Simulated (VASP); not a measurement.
The system is AgI.

```
Ag I
1.0
     4.55785    0.00000    0.00000
    -2.27893    3.94722    0.00000
     0.00000    0.00000    7.78148
Ag I
2 2
Direct
  0.33333 0.66667 0.00611
  0.66667 0.33333 0.50611
  0.33333 0.66667 0.36889
  0.66667 0.33333 0.86889
```

This cell differs from its parent crystal: epitaxial xy strain -2.0%.

Base run:

```yaml
Program: VASP 6.6.1
Functional: r2SCAN
Potentials_or_basis: VASP PAW PBE potentials, release 64 (Ag, I)
Cutoff: 550 eV
k_mesh: 6 × 6 × 4
Occupations: gaussian, width 0.01 eV
Spin: no spin polarisation
```

Its results: band gap on the k mesh 1.79 eV; pressure 0.3 GPa.

Q: The run is repeated on the same cell with these changes: functional from r2SCAN to PBE; cutoff from 550 eV to 500 eV; occupations from gaussian, width 0.01 eV to fermi-dirac, width 0.02 eV. What comes out?

A: Band gap on the k mesh 1.33 eV; pressure 1.0 GPa.

Caveats: spin-orbit coupling is left out, which moves the levels of the heavy elements; the PAW data sets were made with another functional, which shifts forces and pressure a little (at least some runs).

